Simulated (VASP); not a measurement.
A run of VASP 6.6.1 is set up as follows.

The input INCAR:

```
SYSTEM = Zn
PREC = Accurate ; ENCUT = 600
EDIFF = 1E-7 ; ISMEAR = -1
SIGMA = 0.05 ; LREAL = .FALSE.
LASPH = .TRUE. ; NELM = 80
ALGO = Normal ; ISIF = 3
LWAVE = .FALSE. ; LCHARG = .FALSE.
GGA = PS ; IBRION = 2
NSW = 60 ; EDIFFG = -0.01
PSTRESS = 50.0
```

KPOINTS

```
Automatic mesh
0
G
  12 12 12
  0 0 0
```

The input POSCAR:

```
Zn
1.0
    0.0000000000      1.9647760000      1.9647760000
    1.9647760000      0.0000000000      1.9647760000
    1.9647760000      1.9647760000      0.0000000000
Zn
1
Direct
    0.0000000000      0.0000000000      0.0000000000
```

Potentials or basis: VASP PAW PBE potentials, release 64 (Zn).

Launch:

```bash
$ cat potpaw_PBE.64/Zn/POTCAR > POTCAR
$ mpirun -np 1 vasp_std > vasp.out
```

Estimate the relaxed volume.

13.46 Å³/atom.

Estimate the band gap on the k mesh.

zero (band 6 reaches 6.13 eV, above the bottom of band 7 at 2.63 eV).

The path:
| step | energy change (eV) | largest force (eV/Å) | pressure (GPa) | volume (Å³) |
| --- | --- | --- | --- | --- |
| 1 | 0.0000 | 0.0000 | -4.92 | 15.17 |
| 2 | 0.0039 | 0.0000 | 7.37 | 13.20 |
| 3 | -0.0062 | 0.0000 | 5.02 | 13.46 |

Caveat: the cell is relaxed towards a set pressure, so the enthalpy falls and the energy may rise; the PAW data sets were made with another functional, which shifts forces and pressure a little.
